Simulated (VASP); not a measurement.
# C: relaxation of cell and atoms with PBE

The system is C.

```
C
1.0
     2.52207    0.00000    0.00000
     1.26103    2.18417    0.00000
     1.26103    0.72806    2.05926
C
2
Direct
  0.00000 0.00000 0.00000
  0.25000 0.25000 0.25000
```

- Program: VASP 6.6.1
- Task: relaxation of cell and atoms
- Functional: PBE
- Potentials or basis: VASP PAW PBE potentials, release 64 (C)
- Cutoff: 600 eV
- k mesh: 8 × 8 × 8
- Occupations: gaussian, width 0.01 eV
- Spin: no spin polarisation
- Dipole correction: no
- Further INCAR settings: ALGO = Normal; EDIFF = 1e-07; IBRION = 2; EDIFFG = -0.005; NSW = 80; ISIF = 3

```
Relaxed volume                         : 5.70 Å³/atom
Relaxed cell                           : a = 2.526 Å, b = 2.526 Å, c = 2.526 Å, α = 60.00°, β = 60.00°, γ = 60.00°
Space group after relaxing (to 0.05 Å) : Fd-3m (No. 227)
Energy gained by relaxing              : 0.1 meV/atom
Ionic steps                            : 3
Pressure after relaxing                : 0.0 GPa
Band gap on the k mesh                 : 4.12 eV, indirect (least direct gap 5.58 eV)
```

Step by step:
| step | energy change (eV) | largest force (eV/Å) | pressure (GPa) | volume (Å³) |
| --- | --- | --- | --- | --- |
| 1 | 0.0000 | 0.0000 | 1.79 | 11.34 |
| 2 | 0.0001 | 0.0000 | -2.16 | 11.45 |
| 3 | -0.0003 | 0.0000 | 0.01 | 11.39 |

Final structure:
```
CELL_PARAMETERS angstrom
2.52550 0.00000 0.00000
1.26275 2.18715 0.00000
1.26275 0.72905 2.06206
ATOMIC_POSITIONS crystal
C 0.00000 0.00000 0.00000
C 0.25000 0.25000 0.25000
```

Levels at points of the mesh, in eV from the valence-band top:
```csv
k point,band 1,band 2,band 3,band 4,band 5,band 6,band 7,band 8
"(0.00, 0.00, 0.00)",-21.42,0.00,0.00,0.00,5.58,5.58,5.58,13.24
"(0.50, 0.00, 0.00)",-15.67,-13.33,-2.79,-2.79,8.44,8.44,8.79,15.66
"(0.50, 0.50, 0.00)",-12.74,-12.74,-6.27,-6.27,4.75,4.75,16.74,16.74
```

Run time: 10 s on 1 thread of Intel(R) Xeon(R) Platinum 8488C (Sapphire Rapids), with other jobs on the host, peak memory 0.11 GiB.

A k mesh can miss the band edges. Zero-point motion and thermal expansion aren't in these numbers.
